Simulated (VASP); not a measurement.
A run of VASP 6.6.1:

Contents of INCAR:

```
SYSTEM = Si64Ag
PREC = Accurate ; ENCUT = 400
EDIFF = 1E-6 ; ISMEAR = -1
SIGMA = 0.05 ; LREAL = Auto
LASPH = .TRUE. ; NELM = 120
ALGO = Normal ; ISIF = 2
LWAVE = .FALSE. ; LCHARG = .FALSE.
GGA = PS ; NELECT = 266.0
ISYM = 0 ; NBANDS = 172
GGA_COMPAT = .FALSE.
```

KPOINTS

```
Automatic mesh
0
Gamma
  1 1 1
  0.25 0.25 0.25
```

File POSCAR:

```
Si64Ag
1.0
   10.8655790000      0.0000000000      0.0000000000
    0.0000000000     10.8655790000      0.0000000000
    0.0000000000      0.0000000000     10.8655790000
Si Ag
64 1
Direct
    0.9991300000      0.9992800000      0.9990500000
    0.9984100000      0.9985600000      0.4981800000
    0.9984100000      0.4983800000      0.9983400000
    0.9991100000      0.5006200000      0.5003700000
    0.4982300000      0.9985300000      0.9983300000
    0.5004400000      0.9992800000      0.5003600000
    0.5004300000      0.5005900000      0.9990300000
    0.5090500000      0.5091400000      0.5089500000
    0.1239700000      0.1241900000      0.1239300000
    0.1193800000      0.1196100000      0.6294100000
    0.1193400000      0.6296700000      0.1193300000
    0.1245000000      0.6252000000      0.6249500000
    0.6294800000      0.1195600000      0.1193000000
    0.6249700000      0.1247100000      0.6249600000
    0.6249700000      0.6251900000      0.1244300000
    0.6324100000      0.6326400000      0.6323800000
    0.2480700000      0.2482300000      0.9983500000
    0.2423700000      0.2425800000      0.5054800000
    0.2501100000      0.7507400000      0.9982400000
    0.2486400000      0.7505000000      0.5005800000
    0.7505500000      0.2503100000      0.9982300000
    0.7503100000      0.2488200000      0.5006000000
    0.7496800000      0.7498400000      0.9996200000
    0.7516200000      0.7518200000      0.4986800000
    0.3741800000      0.3743500000      0.1201100000
    0.3755200000      0.3757300000      0.6288700000
    0.3745200000      0.8745300000      0.1246700000
    0.3748000000      0.8750400000      0.6245900000
    0.8743600000      0.3747000000      0.1246600000
    0.8748800000      0.3749600000      0.6245900000
    0.8747000000      0.8748800000      0.1245000000
    0.8752800000      0.8754500000      0.6253700000
    0.2480700000      0.9986100000      0.2479800000
    0.2501100000      0.9984700000      0.7504600000
    0.2423700000      0.5057700000      0.2422800000
    0.2486600000      0.5008300000      0.7502400000
    0.7505600000      0.9984700000      0.2500300000
    0.7496600000      0.9998800000      0.7495900000
    0.7503000000      0.5008600000      0.2485600000
    0.7516400000      0.4989400000      0.7515500000
    0.3741800000      0.1203600000      0.3741100000
    0.3745100000      0.1248600000      0.8743100000
    0.3755300000      0.6291100000      0.3755300000
    0.3747800000      0.6248300000      0.8748200000
    0.8743700000      0.1248600000      0.3744800000
    0.8746600000      0.1247400000      0.8746700000
    0.8748500000      0.6248400000      0.3747300000
    0.8752900000      0.6255800000      0.8752300000
    0.9983900000      0.2482500000      0.2480300000
    0.9982400000      0.2502700000      0.7505400000
    0.9982500000      0.7507500000      0.2500600000
    0.9996800000      0.7498400000      0.7496300000
    0.5056000000      0.2425100000      0.2422800000
    0.5006000000      0.2488500000      0.7502600000
    0.5006100000      0.7504500000      0.2486200000
    0.4987300000      0.7518300000      0.7516000000
    0.1201900000      0.3743800000      0.3741000000
    0.1247200000      0.3746800000      0.8742900000
    0.1247100000      0.8745500000      0.3744200000
    0.1246000000      0.8748700000      0.8746300000
    0.6290200000      0.3757100000      0.3754600000
    0.6246600000      0.3749800000      0.8747700000
    0.6246500000      0.8750600000      0.3746900000
    0.6254600000      0.8754500000      0.8752100000
    0.3773800000      0.3774400000      0.3770800000
```

Potentials or basis: VASP PAW PBE potentials, release 64 (Si, Ag).

Command:

```bash
$ cat potpaw_PBE.64/Si/POTCAR potpaw_PBE.64/Ag/POTCAR > POTCAR
$ mpirun -np 1 vasp_std > vasp.out
```

Hardware: 1 thread of Intel(R) Xeon(R) Platinum 8375C CPU @ 2.90GHz (Ice Lake) (shared host).

Q: How long does it take, and how much memory?

A: Run time: 14 min on 1 thread of Intel(R) Xeon(R) Platinum 8375C CPU @ 2.90GHz (Ice Lake), on a shared host, peak memory 0.92 GiB. Counts: scf iterations 16, k points 4.
